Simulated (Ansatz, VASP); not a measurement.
## ScAl3N4: VASP beside Ansatz

```
CELL_PARAMETERS angstrom
6.40000 0.00000 0.00000
-3.20000 5.54256 0.00000
0.00000 0.00000 5.00000
ATOMIC_POSITIONS crystal
Al 0.33333 0.16667 0.50000
Al 0.16667 0.83333 0.00000
Al 0.33333 0.66667 0.50000
Al 0.66667 0.33333 0.00000
Al 0.66667 0.83333 0.00000
Al 0.83333 0.66667 0.50000
Sc 0.16667 0.33333 0.00000
Sc 0.83333 0.16667 0.50000
N 0.16667 0.33333 0.38200
N 0.33333 0.16667 0.88200
N 0.16667 0.83333 0.38200
N 0.33333 0.66667 0.88200
N 0.66667 0.33333 0.38200
N 0.83333 0.16667 0.88200
N 0.66667 0.83333 0.38200
N 0.83333 0.66667 0.88200
```

Alike in both runs: task relaxation of cell and atoms; functional PBE; k mesh 4 × 4 × 5; no spin polarisation.

|  | VASP | Ansatz |
| --- | --- | --- |
| version | VASP 6.6.1 | Ansatz 0.2.0 |
| potentials or method | VASP PAW PBE potentials, release 64 (Al, Sc_sv, N) | scalar-relativistic, plane waves, PAW |
| plane-wave cutoff (eV) | 600 | 420 |
| occupations | gaussian, width 0.01 eV | fixed |
| valence electrons in the cell | 80 | 80 |

Ansatz gave:

| Item | Value |
| --- | --- |
| gap on the k mesh at the Fermi level, each at its own relaxed structure (eV) | 3.71 |
| relaxed volume (Å³/atom) | 11.52 |
| relaxed cell length with the largest relative difference (Å) | 5.053 |

Estimate VASP's values.

gap on the k mesh at the Fermi level, each at its own relaxed structure (eV): 3.68; relaxed volume (Å³/atom): 11.51; relaxed cell length with the largest relative difference (Å): 5.052.
